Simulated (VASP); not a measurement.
Write the native input for VASP 6.6.1 that does the following.

* Task: relaxation of cell and atoms
* Functional: PBEsol
* Potentials or basis: VASP PAW PBE potentials, release 64 (W_sv, C)
* Cutoff: 600 eV
* k mesh: 11 × 11 × 11
* Occupations: methfessel-paxton, width 0.2 eV
* Spin: no spin polarisation
* Dipole correction: no
* Further INCAR settings: ALGO = Normal; EDIFF = 1e-06; IBRION = 2; EDIFFG = -0.1; NSW = 80; ISIF = 3

The structure of WC lies in POSCAR:

```
WC
1.0
    0.0000000000      2.1926840000      2.1926840000
    2.1926840000      0.0000000000      2.1926840000
    2.1926840000      2.1926840000      0.0000000000
W C
1 1
Direct
    0.0000000000      0.0000000000      0.0000000000
    0.5000000000      0.5000000000      0.5000000000
```

These files were run (other wordings do the same):

INCAR

```
SYSTEM = WC
ALGO = Normal ; EDIFF = 1E-6
EDIFFG = -0.1 ; ENCUT = 600
GGA = PS ; IBRION = 2
ISIF = 3 ; ISMEAR = 1
LASPH = .True. ; LCHARG = .False.
LREAL = .False. ; LWAVE = .False.
NELM = 80 ; NSW = 80
PREC = Accurate ; SIGMA = 0.2
```

KPOINTS

```
k-points
0
Gamma
  11 11 11
  0 0 0
```

Potentials or basis: VASP PAW PBE potentials, release 64 (W_sv, C).

Command:

```sh
$ cat potpaw_PBE.64/W_sv/POTCAR potpaw_PBE.64/C/POTCAR > POTCAR
$ mpirun -np 1 vasp_std > vasp.out
```

Results of the run:

```yaml
Relaxed_volume: 10.29 Å³/atom
Relaxed_cell: a = 3.076 Å, b = 3.076 Å, c = 3.076 Å, α = 60.00°, β = 60.00°, γ = 60.00°
Space_group_after_relaxing_to_0.1_Å: Fm-3m (No. 225)
Energy_gained_by_relaxing: 7.4 meV/atom
Ionic_steps: 3
Pressure_after_relaxing: -0.2 GPa
```

Caveat: the highest band is partly filled, so the run has too few bands; the PAW data sets were made with another functional, which shifts forces and pressure a little.

Run time: 57 s on 1 thread of Intel Xeon 8259CL, on a shared host, peak memory 0.18 GiB.
